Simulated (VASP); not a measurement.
The system is KCl.

```
K Cl
1.0
     3.56492    0.00000    0.00000
     0.00000    3.77081    0.00000
     0.00000    0.00000    3.77081
K Cl
1 1
Direct
  0.00000 0.00000 0.00000
  0.50000 0.50000 0.50000
```

This cell differs from its parent crystal: uniaxial x strain -5.5%.

Base run:

- Program: VASP 6.6.1
- Functional: r2SCAN
- Potentials or basis: VASP PAW PBE potentials, release 64 (K_sv, Cl)
- Cutoff: 520 eV
- k mesh: 8 × 8 × 8
- Occupations: gaussian, width 0.01 eV
- Spin: no spin polarisation

Its results: band gap on the k mesh 5.83 eV (least direct gap 6.02 eV); pressure 1.5 GPa.

Task: The run is repeated on the same cell with these changes: functional from r2SCAN to PBE; occupations from gaussian, width 0.01 eV to fermi-dirac, width 0.02 eV. What comes out?

Result: Band gap on the k mesh 5.05 eV (least direct gap 5.23 eV); pressure 2.6 GPa.

Caveats: the PAW data sets were made with another functional, which shifts forces and pressure a little (at least some runs).

A k mesh can miss the band edges.
